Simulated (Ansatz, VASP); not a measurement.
# Two plane-wave programs on AlN

The input POSCAR:

```
AlN
1.0
   -0.9172198195      1.8344396390      1.8344396390
    1.8344396390     -0.9172198195      1.8344396390
    1.8344396390      1.8344396390     -0.9172198195
Al N
1 1
Direct
    0.0000000000      0.0000000000      0.0000000000
    0.7500000000      0.7500000000      0.7500000000
```

The input INCAR.step1:

```
PREC     = Accurate       # precision mode
ENCUT    = 520            # plane-wave cutoff, eV
ISMEAR   = 0              # smearing method
SIGMA    = 0.05           # smearing width, eV
LREAL    = False          # projectors in reciprocal space
LASPH    = True           # aspherical terms in the spheres
NELM     = 80             # most SCF steps
NBANDS   = 11             # bands
GGA      = PE             # functional
ALGO     = Normal         # electronic algorithm
EDIFF    = 1E-4           # SCF threshold, eV
LWAVE    = True           # write WAVECAR
LCHARG   = False          # write CHGCAR
```

The input INCAR.step2:

```
PREC     = Accurate       # precision mode
ENCUT    = 520            # plane-wave cutoff, eV
EDIFF    = 1E-6           # SCF threshold, eV
ISMEAR   = 0              # smearing method
SIGMA    = 0.05           # smearing width, eV
LREAL    = False          # projectors in reciprocal space
LASPH    = True           # aspherical terms in the spheres
NELM     = 80             # most SCF steps
ALGO     = Normal         # electronic algorithm
ISIF     = 2              # what is computed and relaxed
LWAVE    = False          # write WAVECAR
LCHARG   = False          # write CHGCAR
METAGGA  = R2SCAN         # meta-GGA
LMIXTAU  = True         
NBANDS   = 11             # bands
ISTART   = 1
```

The input KPOINTS:

```
regular mesh
0
Gamma
  10 10 10
```

Input for Ansatz:

```yaml
crystal:
  lattice:
    - [-0.9172198195, 1.834439639, 1.834439639]
    - [1.834439639, -0.9172198195, 1.834439639]
    - [1.834439639, 1.834439639, -0.9172198195]
  atoms:
    - { symbol: Al, position: [0.0, 0.0, 0.0] }
    - { symbol: "N", position: [0.75, 0.75, 0.75] }
basis:
  ecutwfc: 500
kpoints:
  mp_grid: { grid: [10, 10, 10] }
hamiltonian:
  xc: r2scan
scf:
  occupations: { method: gaussian, width: 0.05 }
output:
  forces: true
  stress: true
  eigenvalues: true
  write_density: true
  write_potential: true
  elf: true
  volumetric_format: npy
```

Alike in both runs: task single point; functional r2SCAN; k mesh 10 × 10 × 10; occupations gaussian, width 0.05 eV; no spin polarisation.

|  | VASP | Ansatz |
| --- | --- | --- |
| version | VASP 6.6.1 | Ansatz 0.2.0 |
| potentials or method | VASP PAW PBE potentials, release 64 (Al, N), cutoff 520 eV | scalar-relativistic, plane waves, PAW |
| valence electrons in the cell | 8 | 8 |

|  | VASP | Ansatz | Ansatz less VASP |
| --- | --- | --- | --- |
| gap on the k mesh at the Fermi level (eV) | 1.09 | 1.07 | -0.024 |
| least direct gap on the mesh (eV) | 1.24 | 1.29 | +0.049 |
| rms of the force components (eV/Å) | 35.483 | 38.590 | +3.1072 |

VASP's potentials were made for PBE, not for r2SCAN. Atom by atom the forces differ by 3.107 eV/Å (rms over components).
